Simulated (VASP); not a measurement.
Runs of VASP 6.6.1 on CoC3. The structure is that of space group Pm-3m (No. 221), or close to it. The cells are those of the table. 

```tsv
task	spin	cell	k mesh	cutoff (eV)	gap on the mesh (eV)	pressure (GPa)	moment (μB)	relaxed volume (Å³/atom)
relaxation of cell and atoms	off	relaxed from a = 3.116 Å, 4 atoms	14 × 14 × 14	600	none	0.0	-	7.58
single point	off	a = 3.119 Å, 4 atoms	14 × 14 × 14	520	none	0.0	-	-
single point	collinear, ferromagnetic start	a = 3.175 Å, 4 atoms	6 × 6 × 6	520	none	-13.1	0.78	-
relaxation of cell and atoms	collinear, ferromagnetic start	relaxed from a = 3.175 Å, 4 atoms	6 × 6 × 6	600	none	0.0	0.00	(a)
single point	collinear, ferromagnetic start	a = 3.116 Å, 4 atoms	6 × 6 × 6	520	none	(b)	0.00	-
```

Alike in all rows: level PBE; potentials or basis VASP PAW PBE potentials, release 64 (Co, C); smearing gaussian 0.1 eV.

Problem. Fill in the values left out.

Solution. (a) 7.55; (b) -0.5.

A gap of «none» marks levels without a gap at the run's occupations.
